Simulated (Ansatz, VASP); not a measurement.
## One calculation of OsAu2, two programs

```
CELL_PARAMETERS angstrom
4.67558 0.00000 0.00000
-2.33779 4.04917 0.00000
0.00000 0.00000 2.67594
ATOMIC_POSITIONS crystal
Os 0.00000 0.00000 0.00000
Au 0.33333 0.66667 0.50000
Au 0.66667 0.33333 0.50000
```

Alike in both runs: functional PBE; k mesh 6 × 6 × 6; occupations gaussian, width 0.1 eV; no spin polarisation.

Ansatz relaxed the structure, and its values are those at the end. VASP's run is a single point on that final structure, the one shown.

|  | VASP | Ansatz |
| --- | --- | --- |
| version | VASP 6.6.1 | Ansatz 0.2.0 |
| potentials or method | VASP PAW PBE potentials, release 64 (Os, Au), cutoff 520 eV | scalar-relativistic, plane waves, PAW |
| valence electrons in the cell | 30 | 54 |

Ansatz gave:

| Item | Value |
| --- | --- |
| gap on the k mesh at the Fermi level (eV) | none |
| pressure (GPa) | 0.2 |

Question: What did VASP give for the same quantities?

Answer: gap on the k mesh at the Fermi level (eV): none; pressure (GPa): -0.1.

A gap of «none» marks a metal or a gap that the smearing closes. VASP's potentials hold 30 valence electrons a cell and Ansatz's 54, so a difference there can come from the potentials and not from the codes.

The k mesh is coarse, so the values compare programs but aren't converged. Spin-orbit coupling is off throughout.
